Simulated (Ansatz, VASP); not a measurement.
**Two plane-wave programs on CsH**

```
Cs H
1.0
     3.12424    3.12424    0.00000
    -3.12424    3.12424    0.00000
     0.00000    0.00000    6.40164
Cs H
2 2
Direct
  0.00000 0.00000 0.00000
  0.50000 0.50000 0.50000
  0.50000 0.50000 0.00000
  0.00000 0.00000 0.50000
```

Alike in both runs: task single point; functional r2SCAN; k mesh 6 × 6 × 4; occupations gaussian, width 0.02 eV; no spin polarisation.

|  | VASP | Ansatz |
| --- | --- | --- |
| version | VASP 6.6.1 | Ansatz 0.2.0 |
| potentials or method | VASP PAW PBE potentials, release 64 (Cs_sv, H), cutoff 520 eV | scalar-relativistic, plane waves, PAW |
| valence electrons in the cell | 20 | 20 |

Ansatz gave:

```
gap on the k mesh at the Fermi level (eV)                     : 2.63
least direct gap on the mesh (eV)                             : 2.63
pressure (GPa)                                                : 0.4
traceless stress, the component that is largest in VASP (GPa) : -0.41
```

**Question.** Estimate VASP's values.

**Answer.** gap on the k mesh at the Fermi level (eV): 2.62; least direct gap on the mesh (eV): 2.62; pressure (GPa): 0.4; traceless stress, the component that is largest in VASP (GPa): -0.42.

VASP's potentials were made for PBE, not for r2SCAN.

Spin-orbit coupling is off throughout.
